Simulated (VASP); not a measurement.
Write the native input for VASP 6.6.1 that does the following.

| Quantity | Value |
| --- | --- |
| Task | single point |
| Functional | PBEsol |
| Potentials or basis | VASP PAW PBE potentials, release 64 (Au, Al) |
| Cutoff | 520 eV |
| k mesh | 8 × 8 × 8 |
| Occupations | fermi-dirac, width 0.05 eV |
| Spin | no spin polarisation |
| Dipole correction | no |
| Further INCAR settings | ALGO = Normal; EDIFF = 1e-06; NBANDS = 16 |

The structure of Al2Au lies in POSCAR:

```
Al2Au
1.0
    0.0000000000      2.9387583261      2.9387583261
    2.9387583261      0.0000000000      2.9387583261
    2.9387583261      2.9387583261      0.0000000000
Au Al
1 2
Direct
    0.0000000000      0.0000000000      0.0000000000
    0.7500000000      0.7500000000      0.7500000000
    0.2500000000      0.2500000000      0.2500000000
```

This cell differs from its parent crystal: volume scaled by 0.94.

The input as run:

INCAR

```
SYSTEM = Al2Au
PREC = Accurate ; ENCUT = 520
EDIFF = 1E-6 ; ISMEAR = -1
SIGMA = 0.05 ; LREAL = .False.
LASPH = .True. ; NELM = 60
ALGO = Normal ; ISIF = 2
LWAVE = .False. ; LCHARG = .True.
GGA = PS ; LELF = .True.
LVHAR = .True. ; NBANDS = 16
```

KPOINTS

```
Automatic mesh
0
Gamma
  8 8 8
  0 0 0
```

Potentials or basis: VASP PAW PBE potentials, release 64 (Au, Al).

Run with:

```console
$ cat potpaw_PBE.64/Au/POTCAR potpaw_PBE.64/Al/POTCAR > POTCAR
$ mpirun -np 1 vasp_std > vasp.out
```

Results of the run:

```json
{
 "Pressure": "8.1 GPa"
}
```

Caveat: the PAW data sets were made with another functional, which shifts forces and pressure a little.

Run time: 12 s on 1 thread of AMD EPYC 9R45 96-Core Processor (Zen 5), with other jobs on the host, peak memory 0.16 GiB.
